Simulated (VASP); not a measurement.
# Ta (Im-3m) in VASP: a series of runs

Ta is run at these levels: PBEsol; tasks: electric field gradients, density of states.

Program: VASP 6.6.1. These are calculated values, not measurements. Logs are shortened: lines on timing, memory, paths and dates and some standing lists are left out, and cuts for length are marked.

## (1) The cell of the first run

It takes space group Im-3m (No. 229, cubic). The conventional cell has a = 3.314 Å, b = 3.314 Å, c = 3.314 Å, α = 90.00°, β = 90.00°, γ = 90.00°. Ta (site symmetry m-3m) has 14 Ta at 2.87 to 3.31 Å within 3.8 Å.

## (2) Electric field gradients, PBEsol (volume scaled by 1.01)

Contents of INCAR:

```
PREC = Accurate ; ENCUT = 520
EDIFF = 1E-8 ; ISMEAR = -1
SIGMA = 0.05 ; LREAL = False
LASPH = True ; NELM = 80
ALGO = Normal ; ISIF = 2
LWAVE = False ; LCHARG = False
GGA = PS ; LEFG = True
NBANDS = 12
```

Contents of KPOINTS:

```
regular mesh
0
Gamma
  15 15 15
```

Contents of POSCAR:

```
Ta
1.0
   -1.6567660204      1.6567660204      1.6567660204
    1.6567660204     -1.6567660204      1.6567660204
    1.6567660204      1.6567660204     -1.6567660204
Ta
1
Direct
    0.0000000000      0.0000000000      0.0000000000
```

Potentials or basis: VASP PAW PBE potentials, release 64 (Ta_pv).

Command:

```
$ cat potpaw_PBE.64/Ta_pv/POTCAR > POTCAR
$ mpirun -np 1 vasp_std > vasp.out
```

OUTCAR:

```text
PREC = Accurate
   ENCUT = 520
   EDIFF = 1E-8
   ISMEAR = -1
   LREAL = False
   LASPH = True
   NELM = 80
   ISIF = 2
   GGA = PS

 ion  position               nearest neighbor table
   1  0.000  0.000  0.000-

  LATTYP: Found a body centered cubic cell.
 ALAT       =     3.3135320408

  Lattice vectors:

 A1 = (  -1.6567660204,   1.6567660204,   1.6567660204)
 A2 = (   1.6567660204,  -1.6567660204,   1.6567660204)
 A3 = (   1.6567660204,   1.6567660204,  -1.6567660204)

Analysis of symmetry for initial positions (statically):
=====================================================================
 Subroutine PRICEL returns:
 Original cell was already a primitive cell.

 Routine SETGRP: Setting up the symmetry group for a
 body centered cubic supercell.

 Subroutine GETGRP returns: Found 48 space group operations
 (whereof 48 operations were pure point group operations)
 out of a pool of 48 trial point group operations.

The static configuration has the point symmetry O_h .

Analysis of symmetry for dynamics (positions and initial velocities):
=====================================================================
 Subroutine PRICEL returns:
 Original cell was already a primitive cell.

 Routine SETGRP: Setting up the symmetry group for a
 body centered cubic supercell.

 Subroutine GETGRP returns: Found 48 space group operations
 (whereof 48 operations were pure point group operations)
 out of a pool of 48 trial point group operations.

The dynamic configuration has the point symmetry O_h .

 Subroutine INISYM returns: Found 48 space group operations
 (whereof 48 operations are pure point group operations),
 and found     1 'primitive' translations

----------------------------------------------------------------------------------------

                                     Primitive cell

  volume of cell :      18.1905

  direct lattice vectors                    reciprocal lattice vectors
    -1.656766020  1.656766020  1.656766020     0.000000000  0.301792766  0.301792766
     1.656766020 -1.656766020  1.656766020     0.301792766  0.000000000  0.301792766
     1.656766020  1.656766020 -1.656766020     0.301792766  0.301792766  0.000000000

  length of vectors
     2.869602924  2.869602924  2.869602924     0.426799423  0.426799423  0.426799423

  position of ions in fractional coordinates (direct lattice)
     0.000000000  0.000000000  0.000000000

  ion indices of the primitive-cell ions
   primitive index   ion index
                 1           1

----------------------------------------------------------------------------------------

 KPOINTS: regular mesh

Automatic generation of k-mesh.
 Grid dimensions read from file:
 generate k-points for:   15   15   15

 Generating k-lattice:

  Cartesian coordinates                     Fractional coordinates (reciprocal lattice)
     0.000000000  0.020119518  0.020119518     0.066666667  0.000000000  0.000000000
     0.020119518  0.000000000  0.020119518     0.000000000  0.066666667  0.000000000
     0.020119518  0.020119518  0.000000000     0.000000000  0.000000000  0.066666667

  Length of vectors
     0.028453295  0.028453295  0.028453295

  Shift w.r.t. Gamma in fractional coordinates (k-lattice)
     0.000000000  0.000000000  0.000000000

 Subroutine IBZKPT returns following result:
 ===========================================

 Found    120 irreducible k-points:

 Following reciprocal coordinates:
            Coordinates               Weight
  0.000000  0.000000  0.000000      1.000000
  0.066667  0.000000  0.000000     12.000000
  0.133333  0.000000  0.000000     12.000000
  0.200000  0.000000  0.000000     12.000000
  0.266667  0.000000  0.000000     12.000000
  0.333333  0.000000  0.000000     12.000000
[... 16 lines left out ...]
  0.333333  0.200000  0.000000     48.000000
  0.400000  0.200000  0.000000     24.000000
 [... further k-points ...]
   k-points           NKPTS =    120   k-points in BZ     NKDIM =    120   number of bands    NBANDS=     12
   number of dos      NEDOS =    301   number of ions     NIONS =      1
   total plane-waves  NPLWV =  13824
   dimension x,y,z NGX =    24 NGY =   24 NGZ =   24
   dimension x,y,z NGXF=    48 NGYF=   48 NGZF=   48
   ions per type =               1
   NGX,Y,Z   is equivalent  to a cutoff of  13.90, 13.90, 13.90 a.u.
   NGXF,Y,Z  is equivalent  to a cutoff of  27.81, 27.81, 27.81 a.u.
 SYSTEM =  unknown system
   PREC   = accura    normal or accurate (medium, high low for compatibility)
   ISTART =      0    job   : 0-new  1-cont  2-samecut
   ICHARG =      2    charge: 1-file 2-atom 10-const
   ISPIN  =      1    spin polarized calculation?
   LNONCOLLINEAR =      F non collinear calculations
   LSORBIT =      F    spin-orbit coupling
   LASPH  =      T    aspherical Exc in radial PAW
   ENCUT  =  520.0 eV  38.22 Ry    6.18 a.u.   5.34  5.34  5.34*2*pi/ulx,y,z
   NELM   =     80;   NELMIN=  2; NELMDL= -5     # of ELM steps
   EDIFF  = 0.1E-07   stopping-criterion for ELM
   LREAL  =      F    real-space projection
   EDIFFG = 0.1E-06   stopping-criterion for IOM
   NSW    =      0    number of steps for IOM
   IBRION =     -1    ionic relax: 0-MD 1-quasi-New 2-CG
   NFREE  =      0    steps in history (QN), initial steepest desc. (CG)
   ISIF   =      2    stress and relaxation
   ISYM   =      2    0-nonsym 1-usesym 2-fastsym
   POTIM  = 0.5000    time-step for ionic-motion
   TEBEG  =    0.0;   TEEND  =   0.0 temperature during run
   PSTRESS=    0.0 pullay stress
   NELECT =      11.0000    total number of electrons
   NUPDOWN=      -1.0000    fix difference up-down
   EMIN   =  10.00;   EMAX   =-10.00  energy-range for DOS
   EFERMI =   0.00;   METHOD = LEGACY
   ISMEAR =    -1;   SIGMA  =   0.05  broadening in eV -4-tet -1-fermi 0-gaus
   EFERMI_NEDOS =   21; number of points for ismear=-14 and -15
   IALGO  =     38    algorithm
   IMIX   =      4    mixing-type and parameters
     AMIX     =   0.40;   BMIX     =  1.00
     AMIX_MAG =   1.60;   BMIX_MAG =  1.00
  volume/ion in A,a.u.               =      18.19       122.76
  Fermi-wavevector in a.u.,A,eV,Ry     =   1.384388  2.616114 26.075982  1.916531
  Thomas-Fermi vector in A             =   2.508897
   LORBIT       =      0    0 simple, 1 ext, 2 COOP (PROOUT), +10 PAW based schemes
   GGA     = PS    functional components
   LHFCALC =     F    Hartree Fock is set to
   AEXX    =    0.0000 exact exchange contribution
   IVDW    =     0    specifies the selected vdW correction
   LEPSILON=     F    determine dielectric tensor
   LRPA    =     F    only Hartree local field effects (RPA)
 non-spin polarized calculation
  energy-cutoff  :      520.00
  volume of cell :       18.19
 maximum number of plane-waves:       497
 NGX is ok and might be reduce to    24
   NGX = 11   NGY = 11   NGZ = 11

 number of electron      11.0000001 magnetization

 Free energy of the ion-electron system (eV)
  ---------------------------------------------------
  ext. energy  EPLUGINS =         0.00000000
  ---------------------------------------------------
  free energy    TOTEN  =       -12.54653283 eV

  energy without entropy =      -12.53575038  energy(sigma->0) =      -12.54114161

 E-fermi :   5.2393     XC(G=0): -12.6775

 val. band max:        5.2355365342   @ k =   0.3333   0.0000   0.0000
 cond. band min:       5.2643782343   @ k =   0.3333   0.1333   0.0000
 fundamental gap:      0.0288417000
 Fermi energy:         5.2393278129

 k-point     1 :       0.0000    0.0000    0.0000
  band No.  band energies     occupation
      1     -27.8222      2.00000
      2     -27.8222      2.00000
      3     -27.8222      2.00000
      4      -2.6494      2.00000
      5       5.9622      0.00000
      6       5.9622      0.00000
      7       5.9622      0.00000
      8       9.1968      0.00000
      9       9.1968      0.00000
     10      19.8706      0.00000
     11      20.2357      0.00000
     12      20.2357      0.00000

 k-point     2 :       0.0667    0.0000    0.0000
  band No.  band energies     occupation
      1     -27.8759      2.00000
      2     -27.8388      2.00000
      3     -27.8225      2.00000
      4      -2.4527      2.00000
      5       5.8349      0.00001
      6       5.9247      0.00000
      7       6.1546      0.00000
      8       8.9937      0.00000
      9       9.1975      0.00000
     10      19.8702      0.00000
     11      20.4112      0.00000
     12      20.5803      0.00000

 k-point     3 :       0.1333    0.0000    0.0000
  band No.  band energies     occupation
      1     -28.0254      2.00000
      2     -27.8853      2.00000
      3     -27.8233      2.00000
      4      -1.8918      2.00000
      5       5.4967      0.01156
      6       5.7545      0.00007
      7       6.7239      0.00000
      8       8.6344      0.00000
      9       9.2149      0.00000
     10      19.8693      0.00000
     11      20.8030      0.00000
     12      21.5668      0.00000

 k-point     4 :       0.2000    0.0000    0.0000
  band No.  band energies     occupation
      1     -28.2395      2.00000
      2     -27.9531      2.00000
      3     -27.8245      2.00000
      4      -1.0618      2.00000
      5       5.0455      1.95938
      6       5.4065      0.06816
      7       7.6436      0.00000
      8       8.5102      0.00000
      9       9.2819      0.00000
     10      19.8669      0.00000
     11      20.8903      0.00000
     12      22.6015      0.00000

 k-point     5 :       0.2667    0.0000    0.0000
  band No.  band energies     occupation
      1     -28.4772      2.00000
      2     -28.0300      2.00000
      3     -27.8259      2.00000
      4      -0.1517      2.00000
      5       4.5812      2.00000
      6       5.1051      1.87219
      7       8.6800      0.00000
      8       8.8641      0.00000
      9       9.4258      0.00000
     10      19.8577      0.00000
     11      20.1130      0.00000
     12      21.4656      0.00000
[... 228 lines left out ...]
      1     -28.6564      2.00000
      2     -28.1370      2.00000
      3     -27.9140      2.00000
      4       1.1867      2.00000
      5       4.1326      2.00000
      6       4.5912      2.00000
      7       8.3778      0.00000
      8       9.9963      0.00000
      9      11.0429      0.00000
     10      18.7620      0.00000
     11      19.8892      0.00000
     12      21.5437      0.00000

 k-point    22 :       0.2667    0.2000   -0.0000
  band No.  band energies     occupation
      1     -28.7535      2.00000
      2     -28.2418      2.00000
      3     -27.9296      2.00000
      4       1.8068      2.00000
      5       3.9207      2.00000
      6       4.6967      1.99996
      7       8.6722      0.00000
      8      10.0259      0.00000
      9      12.5947      0.00000
     10      17.2419      0.00000
     11      19.8802      0.00000
     12      20.3577      0.00000

 k-point    23 :       0.3333    0.2000    0.0000
  band No.  band energies     occupation
      1     -28.8100      2.00000
      2     -28.3243      2.00000
      3     -27.9370      2.00000
      4       2.0156      2.00000
      5       3.8752      2.00000
      6       5.0606      1.94543
      7       8.9125      0.00000
      8      10.1333      0.00000
      9      14.0009      0.00000
     10      15.7437      0.00000
     11      19.2711      0.00000
     12      19.8826      0.00000

 k-point    24 :       0.4000    0.2000    0.0000
  band No.  band energies     occupation
      1     -28.8279      2.00000
      2     -28.3556      2.00000
      3     -27.9392      2.00000
      4       2.0371      2.00000
      5       3.8682      2.00000
      6       5.2844      0.57748
      7       8.9377      0.00000
      8      10.3118      0.00000
      9      14.6639      0.00000
     10      15.0432      0.00000
     11      18.7835      0.00000
     12      19.8814      0.00000

 [... further k-points ...]
[... 5 lines left out ...]
  --------------------------------------------------------------------------------------
  -------------------------------------------------------------------------------------
  Total       -0.6569580     -0.6569580     -0.6569580      0.0000000      0.0000000      0.0000000
  in kB      -57.8634976    -57.8634976    -57.8634976      0.0000000      0.0000000      0.0000000
  external PRESSURE =     -57.8634976 kB  Pullay stress =       0.0000000 kB

 VOLUME and BASIS-vectors are now :
 -----------------------------------------------------------------------------
  energy-cutoff  :      520.00
  volume of cell :       18.19
      direct lattice vectors                 reciprocal lattice vectors
    -1.656766020  1.656766020  1.656766020     0.000000000  0.301792766  0.301792766
     1.656766020 -1.656766020  1.656766020     0.301792766  0.000000000  0.301792766
     1.656766020  1.656766020 -1.656766020     0.301792766  0.301792766  0.000000000

 POSITION                                       TOTAL-FORCE (eV/Angst)
 -----------------------------------------------------------------------------------
      0.00000      0.00000      0.00000         0.000000     -0.000000     -0.000000
 -----------------------------------------------------------------------------------
    total drift:                                0.000000      0.000000     -0.000000

  FREE ENERGIE OF THE ION-ELECTRON SYSTEM (eV)
  ---------------------------------------------------
  free  energy   TOTEN  =       -12.5465328303 eV

  energy  without entropy=      -12.5357503819  energy(sigma->0) =      -12.54114161

 Electric field gradients (V/A^2)
---------------------------------------------------------------------
 ion       V_xx      V_yy      V_zz      V_xy      V_xz      V_yz
---------------------------------------------------------------------
   1       0.000    -0.000    -0.000     0.000     0.000     0.000
---------------------------------------------------------------------

 Electric field gradients after diagonalization (V/A^2)
 (convention: |V_zz| > |V_xx| > |V_yy|)
----------------------------------------------------------------------
 ion       V_xx      V_yy      V_zz     asymmetry (V_yy - V_xx)/ V_zz
----------------------------------------------------------------------
   1      -0.000    -0.000     0.000       0.000
----------------------------------------------------------------------

           NMR quadrupolar parameters

 Cq : quadrupolar parameter    Cq=e*Q*V_zz/h
 eta: asymmetry parameters     (V_yy - V_xx)/ V_zz
 Q  : nuclear electric quadrupole moment in mb (millibarn)
----------------------------------------------------------------------
 ion       Cq(MHz)       eta       Q (mb)
----------------------------------------------------------------------
   1       0.000       0.000       1.000
----------------------------------------------------------------------
```

Wall time 13 s (1 thread of Intel Xeon Platinum 8488C (Sapphire Rapids), shared host); peak memory 0.16 GiB.

Results:

```
Free energy : -12.5465 eV
Pressure    : -5.8 GPa
```

Levels at points of the mesh, in eV from the Fermi level:
```
           k point  band 2  band 3  band 4  band 5  band 6  band 7  band 8  band 9
(0.00, 0.00, 0.00)  -33.06  -33.06   -7.89    0.72    0.72    0.72    3.96    3.96
```

Caveat: without QUAD_EFG the Cq values of the log hold for a quadrupole moment of 1 mb, not for the nuclei; the PAW data sets were made with another functional, which shifts forces and pressure a little; spin-orbit coupling is left out, which moves the levels of the heavy elements.

(Part 1 of 3 ends here.)
